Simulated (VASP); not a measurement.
Runs of VASP 6.6.1 on ZnAu. The structure is that of space group Pm-3m (No. 221), or close to it. The cells are those of the table. 

```tsv
task	cell	gap on the mesh (eV)	pressure (GPa)
single point	a = 3.084, b = 3.084, c = 3.147 Å, 2 atoms	none	3.7
single point	a = 3.157 Å, 2 atoms	none	-3.5
electric field gradients	a = 3.083 Å, 2 atoms	none	(a)
single point	a = 3.210, b = 3.210, c = 3.147 Å, 2 atoms	none	-6.9
single point	a = 3.178, b = 3.178, c = 3.147 Å, 2 atoms	none	(b)
```

Alike in all rows: level PBEsol; potentials or basis VASP PAW PBE potentials, release 64 (Zn, Au); no spin polarisation; k mesh 13 × 13 × 13; cutoff (eV) 520; smearing fermi-dirac 0.05 eV.

**Question.** Fill in the values left out.

**Answer.** (a) 7.3; (b) -4.7.

Caveats: the PAW data sets were made with another functional, which shifts forces and pressure a little; spin-orbit coupling is left out, which moves the levels of the heavy elements.

A k mesh can miss the band edges, and the runs leave out spin-orbit coupling on Au.

A gap of «none» marks levels without a gap at the run's occupations.
